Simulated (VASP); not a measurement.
Set up this calculation in VASP 6.6.1, as the native input.

```yaml
Task: single point
Functional: HSE06
Potentials_or_basis: VASP PAW PBE potentials, release 64 (Sr_sv, Cl)
Cutoff: 520 eV
k_mesh: 6 × 6 × 2
Occupations: gaussian, width 0.01 eV
Spin: no spin polarisation
Dipole_correction: no
Grid_for_exact_exchange_PRECFOCK: Normal
Further_INCAR_settings: ALGO = Normal; EDIFF = 1e-07; NBANDS = 19
Screening_parameter: 0.2079 1/Å
```

SrCl2:

```
CELL_PARAMETERS angstrom
4.40725 0.00000 0.00000
-2.20362 3.81679 0.00000
0.00000 0.00000 5.59607
ATOMIC_POSITIONS crystal
Sr 0.00000 0.00000 0.00000
Cl 0.33333 0.66667 0.24870
Cl 0.66667 0.33333 0.75130
```

These files were run (other wordings do the same):

POSCAR

```
SrCl2
1.0
    4.4072489055      0.0000000000      0.0000000000
   -2.2036244528      3.8167895130      0.0000000000
    0.0000000000      0.0000000000      5.5960650195
Sr Cl
1 2
Direct
    0.0000000000      0.0000000000      0.0000000000
    0.3333333333      0.6666666667      0.2486950203
    0.6666666667      0.3333333333      0.7513049797
```

INCAR.step1

```
PREC     = Accurate       # precision mode
ENCUT    = 520            # plane-wave cutoff, eV
EDIFF    = 1E-5           # SCF threshold, eV
ISMEAR   = 0              # smearing method
SIGMA    = 0.01           # smearing width, eV
LREAL    = False          # projectors in reciprocal space
LASPH    = True           # aspherical terms in the spheres
NELM     = 100            # most SCF steps
ALGO     = Normal         # electronic algorithm
ISIF     = 2              # what is computed and relaxed
LWAVE    = True           # write WAVECAR
GGA      = PE             # functional
NBANDS   = 19             # bands
```

INCAR.step2

```
PREC     = Accurate       # precision mode
ENCUT    = 520            # plane-wave cutoff, eV
EDIFF    = 1E-7           # SCF threshold, eV
ISMEAR   = 0              # smearing method
SIGMA    = 0.01           # smearing width, eV
LREAL    = False          # projectors in reciprocal space
LASPH    = True           # aspherical terms in the spheres
NELM     = 100            # most SCF steps
ALGO     = Normal         # electronic algorithm
ISIF     = 2              # what is computed and relaxed
LWAVE    = False          # write WAVECAR
LCHARG   = True           # write CHGCAR
GGA      = PE             # functional
LHFCALC  = True           # exact exchange
HFSCREEN = 0.2079         # screening, 1/A
PRECFOCK = Normal       
LELF     = True           # ELF
LVHAR    = True         
ISTART   = 1            
NBANDS   = 19             # bands
```

KPOINTS

```
regular mesh
0
Gamma
  6 6 2
```

Potentials or basis: VASP PAW PBE potentials, release 64 (Sr_sv, Cl).

Launch:

```sh
$ cat potpaw_PBE.64/Sr_sv/POTCAR potpaw_PBE.64/Cl/POTCAR > POTCAR
$ cp INCAR.step1 INCAR
$ mpirun -np 1 vasp_std > vasp.out
$ cp INCAR.step2 INCAR
$ mpirun -np 1 vasp_std > vasp.out
```

It gave:

* Pressure: 0.9 GPa
* Largest force: 0.037 eV/Å
* Band gap on the k mesh: 6.45 eV, direct

Caveat: the k points lie up to 0.56 Å⁻¹ apart; the PAW data sets were made with another functional, which shifts forces and pressure a little.

Run time: 36 min on 1 thread of Intel(R) Xeon(R) Platinum 8259CL CPU @ 2.50GHz (Skylake/Cascade Lake) (shared host), peak memory 0.36 GiB.
